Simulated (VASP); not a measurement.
Set up this calculation in VASP 6.6.1, as the native input.

```yaml
Task: single point
Functional: LDA
Potentials_or_basis: VASP PAW LDA potentials, release 64 (Cd, S)
Cutoff: 520 eV
k_mesh: 16 × 16 × 16
Occupations: gaussian, width 0.15 eV
Spin: no spin polarisation
Dipole_correction: no
Further_INCAR_settings: ALGO = Normal; EDIFF = 1e-07; NBANDS = 16
```

The structure of CdS lies in POSCAR:

```
CdS
1.0
    0.0000000000      2.6706466800      2.7119453400
    2.6706466800      0.0000000000      2.7119453400
    2.6706466800      2.6706466800      0.0000000000
Cd S
1 1
Direct
    0.0000000000      0.0000000000      0.0000000000
    0.5000000000      0.5000000000      0.5000000000
```

This cell differs from its parent crystal: strain -0.030 along x and y, -0.015 along z.

One way to write it, as run:

INCAR

```
SYSTEM = CdS
ALGO     = Normal         ! electronic algorithm
EDIFF    = 1E-7           ! SCF threshold, eV
ENCUT    = 520            ! plane-wave cutoff, eV
GGA      = CA             ! functional
ISIF     = 2              ! what is computed and relaxed
ISMEAR   = 0              ! smearing method
LASPH    = .TRUE.         ! aspherical terms in the spheres
LCHARG   = .FALSE.        ! write CHGCAR
LREAL    = .FALSE.        ! projectors in reciprocal space
LWAVE    = .FALSE.        ! write WAVECAR
NBANDS   = 16             ! bands
NELM     = 100            ! most SCF steps
PREC     = Accurate       ! precision mode
SIGMA    = 0.15           ! smearing width, eV
```

KPOINTS

```
k-points
0
G
  16 16 16
  0 0 0
```

Potentials or basis: VASP PAW LDA potentials, release 64 (Cd, S).

Run with:

```console
$ cat potpaw_LDA.64/Cd/POTCAR potpaw_LDA.64/S/POTCAR > POTCAR
$ mpirun -np 1 vasp_std > vasp.out
```

It gave:

```
Pressure               : -0.7 GPa
Band gap on the k mesh : zero (bands 9 and 10 overlap by 0.08 eV)
```

Caveat: the cell differs from its parent crystal (strain -0.030 along x and y, -0.015 along z); semilocal functionals underestimate gaps, and a narrow one can read as zero.

Wall time 2.8 min on 1 thread of AMD EPYC 7R13 Processor (Zen 3), with other jobs on the host, peak memory 0.28 GiB.
